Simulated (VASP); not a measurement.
Runs of VASP 6.6.1 on Rb. The structure is that of space group I4/mmm (No. 139), or close to it. The cells are those of the table. 

| cell | gap on the mesh (eV) | pressure (GPa) |
| --- | --- | --- |
| a = 4.942 Å, angles 110.8, 110.8, 106.8°, 1 atom | none | 0.0 |
| a = 4.700 Å, angles 110.9, 110.9, 106.7°, 1 atom | none | 0.5 |
| a = 4.742 Å, angles 111.6, 111.6, 105.3°, 1 atom | none | (a) |
| a = 4.946 Å, angles 106.9, 106.9, 114.8°, 1 atom | none | 0.0 |
| a = 5.023 Å, angles 108.2, 108.2, 112.1°, 1 atom | none | -0.2 |

Alike in all rows: task single point; level PBE; potentials or basis VASP PAW PBE potentials, release 64 (Rb_sv); no spin polarisation; k mesh 12 × 12 × 12; cutoff (eV) 520; smearing gaussian 0.15 eV.

Question: Fill in the values left out.

Answer: (a) 0.4.

A k mesh can miss the band edges, and the runs leave out spin-orbit coupling on Rb.

A gap of «none» marks levels without a gap at the run's occupations.
